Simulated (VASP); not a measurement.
Wanted: the native input for a VASP 6.6.1 run.

| Property | Result |
| --- | --- |
| Task | relaxation of cell and atoms |
| Functional | PBEsol |
| Potentials or basis | VASP PAW PBE potentials, release 64 (Cd, S) |
| Cutoff | 600 eV |
| k mesh | 9 × 9 × 4 |
| Occupations | gaussian, width 0.02 eV |
| Spin | no spin polarisation |
| Dipole correction | no |
| Further INCAR settings | ALGO = Normal; EDIFF = 1e-06; IBRION = 2; EDIFFG = -0.005; NSW = 70; ISIF = 3 |

The structure of CdS (Greenockite) lies in POSCAR:

```
CdS
1.0
    4.1965610361      0.0000000000      0.0000000000
   -2.0982805180      3.6343284658      0.0000000000
    0.0000000000      0.0000000000      6.8288413438
Cd S
2 2
Direct
    0.3333333333      0.6666666667     -0.0007922000
    0.6666666667      0.3333333333      0.4992078000
    0.3333333333      0.6666666667      0.3757922000
    0.6666666667      0.3333333333      0.8757922000
```

One way to write it, as run:

INCAR

```
  PREC = Accurate
  ENCUT = 600
  EDIFF = 1E-6
  ISMEAR = 0
  SIGMA = 0.02
  LREAL = False
  LASPH = True
  NELM = 100
  ALGO = Normal
  ISIF = 3
  LWAVE = False
  LCHARG = False
  GGA = PS
  IBRION = 2
  NSW = 70
  EDIFFG = -0.005
```

KPOINTS

```
Automatic mesh
0
Gamma
  9 9 4
```

Potentials or basis: VASP PAW PBE potentials, release 64 (Cd, S).

The run is started by

```sh
$ cat potpaw_PBE.64/Cd/POTCAR potpaw_PBE.64/S/POTCAR > POTCAR
$ mpirun -np 1 vasp_std > vasp.out
```

Results of the run:

```
Relaxed volume                         : 24.85 Å³/atom
Relaxed cell                           : a = 4.132 Å, b = 4.132 Å, c = 6.724 Å, α = 90.00°, β = 90.00°, γ = 120.00°
Space group after relaxing (to 0.05 Å) : P6_3mc (No. 186)
Energy gained by relaxing              : 9.9 meV/atom
Ionic steps                            : 3
Pressure after relaxing                : 0.0 GPa
Band gap on the k mesh                 : 1.08 eV, direct
```

Caveat: the PAW data sets were made with another functional, which shifts forces and pressure a little.

It took 2 min on 1 thread of Intel(R) Xeon(R) Platinum 8488C (Sapphire Rapids), with other jobs on the host, peak memory 0.32 GiB.
